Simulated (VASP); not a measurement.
## InAs: relaxation of cell and atoms with PBE

The system is InAs.

```
In As
1.0
     0.00000    3.56532    3.56532
     3.56532    0.00000    3.56532
     3.56532    3.56532    0.00000
In As
2 2
Direct
  0.00000 0.00000 0.00000
  0.25000 0.25000 0.25000
  0.50000 0.50000 0.50000
  0.75000 0.75000 0.75000
```

```json
{
  "Program": "VASP 6.6.1",
  "Task": "relaxation of cell and atoms",
  "Functional": "PBE",
  "Potentials or basis": "VASP PAW PBE potentials, release 64 (In_d, As)",
  "Cutoff": "600 eV",
  "k mesh": "12 × 12 × 12",
  "Occupations": "gaussian, width 0.1 eV",
  "Spin": "no spin polarisation",
  "Dipole correction": "no",
  "Further INCAR settings": "ALGO = Normal; EDIFF = 1e-06; IBRION = 2; EDIFFG = -0.01; NSW = 100; ISIF = 3"
}
```

The relaxed volume is 23.09 Å³/atom and the relaxed cell is a = 5.074 Å, b = 5.074 Å, c = 5.074 Å, α = 60.00°, β = 60.00°, γ = 60.00°. The space group after relaxing (to 0.1 Å) is Fd-3m (No. 227), the energy gained by relaxing is 1.4 meV/atom and the ionic steps are 3. The pressure after relaxing is 0.0 GPa. The band gap on the k mesh is zero (bands 18 and 19 overlap by 2.81 eV).

Step by step:
```
step  energy change (eV)  largest force (eV/Å)  pressure (GPa)  volume (Å³)
   1              0.0000                0.0000            1.03        90.64
   2             -0.0054                0.0000           -0.10        92.56
   3             -0.0055                0.0000           -0.01        92.38
```

Final structure:
```
CELL_PARAMETERS angstrom
0.00000 3.58795 3.58795
3.58795 0.00000 3.58795
3.58795 3.58795 0.00000
ATOMIC_POSITIONS crystal
In 0.00000 0.00000 0.00000
In 0.25000 0.25000 0.25000
As 0.50000 0.50000 0.50000
As 0.75000 0.75000 0.75000
```

Levels at points of the mesh, in eV from the Fermi level:
| k point | band 14 | band 15 | band 16 | band 17 | band 18 | band 19 | band 20 | band 21 | band 22 |
| --- | --- | --- | --- | --- | --- | --- | --- | --- | --- |
| (0.00, 0.00, 0.00) | -2.34 | -2.34 | -2.34 | -1.59 | -1.59 | -1.59 | 0.40 | 0.90 | 0.90 |
| (0.50, 0.00, 0.00) | -3.11 | -3.11 | -2.87 | -1.68 | -1.68 | 0.38 | 0.63 | 2.77 | 2.77 |
| (0.50, 0.50, 0.00) | -5.66 | -4.71 | -4.71 | 1.22 | 1.22 | 1.47 | 1.47 | 3.06 | 3.06 |

Wall time 2.4 min on 1 thread of Intel(R) Xeon(R) 6975P-C (Granite Rapids), on a shared host, peak memory 0.35 GiB.

Caveat: spin-orbit coupling is left out, which moves the levels of the heavy elements.
